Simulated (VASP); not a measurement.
# Ge (Fd-3m) in VASP: notebook, part 2 of 2

VASP 6.6.1. The steps go on from the part before.

### Step 4. Single point, PBE (23.92 Å³/atom)

This run uses another cell than the first one, of 23.92 Å³/atom.

The input, INCAR:

```
SYSTEM = Ge
PREC = Accurate
ENCUT = 520
EDIFF = 1E-7
ISMEAR = -1
SIGMA = 0.08
LREAL = .FALSE.
LASPH = .TRUE.
NELM = 100
ALGO = Normal
ISIF = 2
LWAVE = .FALSE.
LCHARG = .TRUE.
GGA = PE
LELF = .TRUE.
LVHAR = .TRUE.
NBANDS = 21
```

The input, KPOINTS:

```
Automatic mesh
0
G
  11 11 11
  0 0 0
```

The input, POSCAR:

```
Ge
1.0
    0.0000000000      2.8811472615      2.8811472615
    2.8811472615      0.0000000000      2.8811472615
    2.8811472615      2.8811472615      0.0000000000
Ge
2
Direct
   -0.1250000000     -0.1250000000     -0.1250000000
    0.1250000000      0.1250000000      0.1250000000
```

Potentials or basis: VASP PAW PBE potentials, release 64 (Ge_d).

The run is started by

```bash
> cat potpaw_PBE.64/Ge_d/POTCAR > POTCAR
> mpirun -np 1 vasp_std > vasp.out
```

OUTCAR:

```text
SYSTEM = Ge
   PREC = Accurate
   ENCUT = 520
   EDIFF = 1E-7
   ISMEAR = -1
   LREAL = .FALSE.
   LASPH = .TRUE.
   NELM = 100
   ISIF = 2
   GGA = PE

 ion  position               nearest neighbor table
   1  0.875  0.875  0.875-   2 2.50   2 2.50   2 2.50   2 2.50
   2  0.125  0.125  0.125-   1 2.50   1 2.50   1 2.50   1 2.50

  LATTYP: Found a face centered cubic cell.
 ALAT       =     5.7622945230

  Lattice vectors:

 A1 = (   0.0000000000,   2.8811472615,   2.8811472615)
 A2 = (   2.8811472615,   0.0000000000,   2.8811472615)
 A3 = (   2.8811472615,   2.8811472615,   0.0000000000)

Analysis of symmetry for initial positions (statically):
=====================================================================
 Subroutine PRICEL returns:
 Original cell was already a primitive cell.

 Routine SETGRP: Setting up the symmetry group for a
 face centered cubic supercell.

 Subroutine GETGRP returns: Found 48 space group operations
 (whereof 12 operations were pure point group operations)
 out of a pool of 48 trial point group operations.

The static configuration has the point symmetry D_3d.
 The point group associated with its full space group is O_h .

Analysis of symmetry for dynamics (positions and initial velocities):
=====================================================================
 Subroutine PRICEL returns:
 Original cell was already a primitive cell.

 Routine SETGRP: Setting up the symmetry group for a
 face centered cubic supercell.

 Subroutine GETGRP returns: Found 48 space group operations
 (whereof 12 operations were pure point group operations)
 out of a pool of 48 trial point group operations.

The dynamic configuration has the point symmetry D_3d.
 The point group associated with its full space group is O_h .

 Subroutine INISYM returns: Found 48 space group operations
[... 103 lines left out ...]
   ISIF   =      2    stress and relaxation
   ISYM   =      2    0-nonsym 1-usesym 2-fastsym
   POTIM  = 0.5000    time-step for ionic-motion
   TEBEG  =    0.0;   TEEND  =   0.0 temperature during run
   PSTRESS=    0.0 pullay stress
   NELECT =      28.0000    total number of electrons
   NUPDOWN=      -1.0000    fix difference up-down
   EMIN   =  10.00;   EMAX   =-10.00  energy-range for DOS
   EFERMI =   0.00;   METHOD = LEGACY
   ISMEAR =    -1;   SIGMA  =   0.08  broadening in eV -4-tet -1-fermi 0-gaus
   EFERMI_NEDOS =   21; number of points for ismear=-14 and -15
   IALGO  =     38    algorithm
   IMIX   =      4    mixing-type and parameters
     AMIX     =   0.40;   BMIX     =  1.00
     AMIX_MAG =   1.60;   BMIX_MAG =  1.00
  volume/ion in A,a.u.               =      23.92       161.40
  Fermi-wavevector in a.u.,A,eV,Ry     =   1.369469  2.587920 25.516965  1.875444
  Thomas-Fermi vector in A             =   2.495341
   LORBIT       =      0    0 simple, 1 ext, 2 COOP (PROOUT), +10 PAW based schemes
   GGA     = PE    functional components
   LHFCALC =     F    Hartree Fock is set to
   AEXX    =    0.0000 exact exchange contribution
   IVDW    =     0    specifies the selected vdW correction
   LEPSILON=     F    determine dielectric tensor
   LRPA    =     F    only Hartree local field effects (RPA)
 non-spin polarized calculation
  energy-cutoff  :      520.00
  volume of cell :       47.83
 maximum number of plane-waves:      1305
   NGX = 15   NGY = 15   NGZ = 15

 number of electron      28.0000014 magnetization

 Free energy of the ion-electron system (eV)
  ---------------------------------------------------
  ext. energy  EPLUGINS =         0.00000000
  ---------------------------------------------------
  free energy    TOTEN  =        -9.03627823 eV

  energy without entropy =       -9.03386324  energy(sigma->0) =       -9.03507073

 E-fermi :   4.4616     XC(G=0):  -9.6676

 val. band max:        4.2910971048   @ k =   0.0909   0.0000   0.0000
 cond. band min:       4.4713496241   @ k =   0.0000   0.0000   0.0000
 fundamental gap:      0.1802525193
 Fermi energy:         4.4615580273

 k-point     1 :       0.0000    0.0000    0.0000
  band No.  band energies     occupation
      1     -20.2734      2.00000
      2     -20.2734      2.00000
      3     -20.2734      2.00000
      4     -20.2413      2.00000
      5     -20.2413      2.00000
      6     -20.0586      2.00000
[... 565 lines left out ...]
     20      13.8511      0.00000
     21      14.0041      0.00000

 [... further k-points ...]
[... 5 lines left out ...]
  --------------------------------------------------------------------------------------
  -------------------------------------------------------------------------------------
  Total       -0.0276726     -0.0276726     -0.0276726     -0.0000000      0.0000000     -0.0000000
  in kB       -0.9269044     -0.9269044     -0.9269044     -0.0000000      0.0000000     -0.0000000
  external PRESSURE =      -0.9269044 kB  Pullay stress =       0.0000000 kB

 VOLUME and BASIS-vectors are now :
 -----------------------------------------------------------------------------
  energy-cutoff  :      520.00
  volume of cell :       47.83
      direct lattice vectors                 reciprocal lattice vectors
     0.000000000  2.881147261  2.881147261    -0.173541980  0.173541980  0.173541980
     2.881147261  0.000000000  2.881147261     0.173541980 -0.173541980  0.173541980
     2.881147261  2.881147261  0.000000000     0.173541980  0.173541980 -0.173541980

 POSITION                                       TOTAL-FORCE (eV/Angst)
 -----------------------------------------------------------------------------------
      5.04201      5.04201      5.04201         0.000000      0.000000      0.000000
      0.72029      0.72029      0.72029        -0.000000     -0.000000     -0.000000
 -----------------------------------------------------------------------------------
    total drift:                               -0.000000      0.000000      0.000000

  FREE ENERGIE OF THE ION-ELECTRON SYSTEM (eV)
  ---------------------------------------------------
  free  energy   TOTEN  =        -9.0362782311 eV

  energy  without entropy=       -9.0338632352  energy(sigma->0) =       -9.03507073
```

OSZICAR:

```text
N       E                     dE             d eps       ncg     rms          rms(c)
DAV:   1     0.183101483205E+03    0.18310E+03   -0.14642E+04  2673   0.352E+03
DAV:   2     0.176292912122E+02   -0.16547E+03   -0.16057E+03  2357   0.597E+02
DAV:   3    -0.824232357241E+01   -0.25872E+02   -0.25726E+02  2685   0.141E+02
DAV:   4    -0.909282886439E+01   -0.85051E+00   -0.85007E+00  2642   0.296E+01
DAV:   5    -0.910713711728E+01   -0.14308E-01   -0.14308E-01  2657   0.429E+00    0.297E+00
DAV:   6    -0.905976541637E+01    0.47372E-01   -0.19408E-02  2862   0.149E+00    0.176E+00
DAV:   7    -0.903446015196E+01    0.25305E-01   -0.40932E-02  2545   0.190E+00    0.142E-01
DAV:   8    -0.903602426151E+01   -0.15641E-02   -0.53333E-03  2672   0.920E-01    0.428E-02
DAV:   9    -0.903625391233E+01   -0.22965E-03   -0.26685E-04  2612   0.180E-01    0.130E-02
DAV:  10    -0.903627567830E+01   -0.21766E-04   -0.37251E-05  2880   0.604E-02    0.586E-03
DAV:  11    -0.903627825331E+01   -0.25750E-05   -0.57684E-06  2631   0.329E-02    0.165E-03
DAV:  12    -0.903627823107E+01    0.22240E-07   -0.19797E-07  2202   0.689E-03
   1 F= -.90362782E+01 E0= -.90350707E+01  d E =-.241500E-02
```

Wall time 71 s (1 thread of Intel Xeon 8259CL, shared host); peak memory 0.19 GiB.

What came out:

* Free energy: -9.0363 eV
* Pressure: -0.1 GPa
* Band gap on the k mesh: zero (filled and empty bands touch)

Levels at points of the mesh, in eV from the Fermi level:
| k point | band 10 | band 11 | band 12 | band 13 | band 14 | band 15 | band 16 | band 17 | band 18 | band 19 |
| --- | --- | --- | --- | --- | --- | --- | --- | --- | --- | --- |
| (0.00, 0.00, 0.00) | -24.51 | -12.36 | -0.45 | 0.01 | 0.01 | 0.01 | 2.54 | 2.54 | 2.54 | 6.30 |

Caveat: semilocal functionals underestimate gaps, so a narrow gap can read as zero.

### Step 5. Relaxation of cell and atoms, PBE

This run uses another cell than the first one, of 23.75 Å³/atom.

The input, INCAR:

```
  PREC = Accurate
  ENCUT = 600
  EDIFF = 1E-6
  ISMEAR = -1
  SIGMA = 0.08
  LREAL = False
  LASPH = True
  NELM = 60
  ALGO = Normal
  ISIF = 3
  LWAVE = False
  LCHARG = False
  GGA = PE
  IBRION = 2
  NSW = 60
  EDIFFG = -0.005
```

The input, KPOINTS:

```
Automatic mesh
0
Gamma
  11 11 11
```

The input, POSCAR:

```
Ge
1.0
    0.0000000000      2.8744485395      2.8744485395
    2.8744485395      0.0000000000      2.8744485395
    2.8744485395      2.8744485395      0.0000000000
Ge
2
Direct
   -0.1250000000     -0.1250000000     -0.1250000000
    0.1250000000      0.1250000000      0.1250000000
```

The run is started by

```bash
> cat potpaw_PBE.64/Ge_d/POTCAR > POTCAR
> mpirun -np 1 vasp_std > vasp.out
```

It took 3.8 min on 1 thread of Intel Xeon 8259CL, shared host; peak memory 0.21 GiB.

It converged, with:

```yaml
Free_energy: -9.0364 eV
Relaxed_volume: 23.90 Å³/atom
Relaxed_cell: a = 4.074 Å, b = 4.074 Å, c = 4.074 Å, α = 60.00°, β = 60.00°, γ = 60.00°
Space_group_after_relaxing_to_0.1_Å: Fd-3m (No. 227)
Energy_gained_by_relaxing: 0.2 meV/atom
Ionic_steps: 8
Pressure_after_relaxing: 0.0 GPa
Band_gap_on_the_k_mesh: zero (filled and empty bands touch)
```

Step by step:
| step | energy change (eV) | largest force (eV/Å) | pressure (GPa) | volume (Å³) |
| --- | --- | --- | --- | --- |
| 1 | 0.0000 | 0.0000 | 0.33 | 47.50 |
| 2 | -0.0004 | 0.0000 | 0.07 | 47.83 |
| 3 | -0.0003 | 0.0000 | -0.25 | 47.93 |
| 4 | -0.0004 | 0.0000 | 0.05 | 47.85 |
| 5 | -0.0004 | 0.0000 | -0.15 | 47.90 |
| 6 | -0.0004 | 0.0000 | -0.23 | 47.86 |
| 7 | -0.0002 | 0.0000 | 0.23 | 47.63 |
| 8 | -0.0004 | 0.0000 | 0.02 | 47.80 |

Final structure:
```yaml
crystal:
  lattice:
    - [0.00000, 2.88047, 2.88047]
    - [2.88047, 0.00000, 2.88047]
    - [2.88047, 2.88047, 0.00000]
  atoms:
    - { symbol: Ge, position: [0.87500, 0.87500, 0.87500] }
    - { symbol: Ge, position: [0.12500, 0.12500, 0.12500] }
```

Levels at points of the mesh, in eV from the Fermi level:
```
           k point  band 11  band 12  band 13  band 14  band 15  band 16  band 17  band 18
(0.00, 0.00, 0.00)   -12.36    -0.44     0.01     0.01     0.01     2.54     2.54     2.54
```

Caveat: semilocal functionals underestimate gaps, so a narrow gap can read as zero.

### Step 6. Single point, PBE (10.76 Å³/atom)

This run uses another cell than the first one, of 10.76 Å³/atom.

The input, INCAR:

```
PREC = Accurate ; ENCUT = 520
EDIFF = 1E-7 ; ISMEAR = -1
SIGMA = 0.08 ; LREAL = False
LASPH = True ; NELM = 100
ALGO = Normal ; ISIF = 2
LWAVE = False ; LCHARG = False
GGA = PE ; NBANDS = 21
```

KPOINTS is that of step 5.

The input, POSCAR:

```
Ge
1.0
    0.0000000000      2.2078503226      2.2078503226
    2.2078503226      0.0000000000      2.2078503226
    2.2078503226      2.2078503226      0.0000000000
Ge
2
Direct
   -0.1250000000     -0.1250000000     -0.1250000000
    0.1250000000      0.1250000000      0.1250000000
```

Potentials or basis: VASP PAW PBE potentials, release 64 (Ge_d).

The run is started by

```bash
> cat potpaw_PBE.64/Ge_d/POTCAR > POTCAR
> mpirun -np 1 vasp_std > vasp.out
```

It took 22 s on 1 thread of AMD EPYC 7R13 (Zen 3), shared host; peak memory 0.12 GiB.

Results (log left out):

- Free energy: 2.4931 eV
- Pressure: 292.9 GPa
- Band gap on the k mesh: zero (bands 14 and 15 overlap by 1.53 eV)

Levels at points of the mesh, in eV from the Fermi level:
```tsv
k point	band 10	band 11	band 12	band 13	band 14	band 15	band 16	band 17	band 18	band 19
(0.00, 0.00, 0.00)	-25.94	-20.43	1.13	1.13	1.13	3.21	3.21	3.21	8.50	8.92
```

Caveat: the cell stands under pressure.

### Step 7. Summary

```csv
task,cell,cutoff (eV),gap on the mesh (eV),pressure (GPa)
single point,"a = 3.963 Å, angles 60.0°, 2 atoms",520,0.29,5.9
single point,"a = 4.075 Å, angles 60.0°, 2 atoms",520,none,-0.1
relaxation of cell and atoms,"relaxed from a = 4.065 Å, angles 60.0°, 2 atoms",600,none,0.0
single point,"a = 3.122 Å, angles 60.0°, 2 atoms",520,none,292.9
```

Alike in all rows: level PBE; potentials or basis VASP PAW PBE potentials, release 64 (Ge_d); no spin polarisation; k mesh 11 × 11 × 11; smearing fermi-dirac 0.08 eV.

Caveats: the cell stands under pressure (at least some runs); semilocal functionals underestimate gaps, so a narrow gap can read as zero (at least some runs); an odd mesh through Γ misses points on the zone boundary, where band edges can lie (at least some runs).

Absolute energies hang on the potentials; compare differences alone.
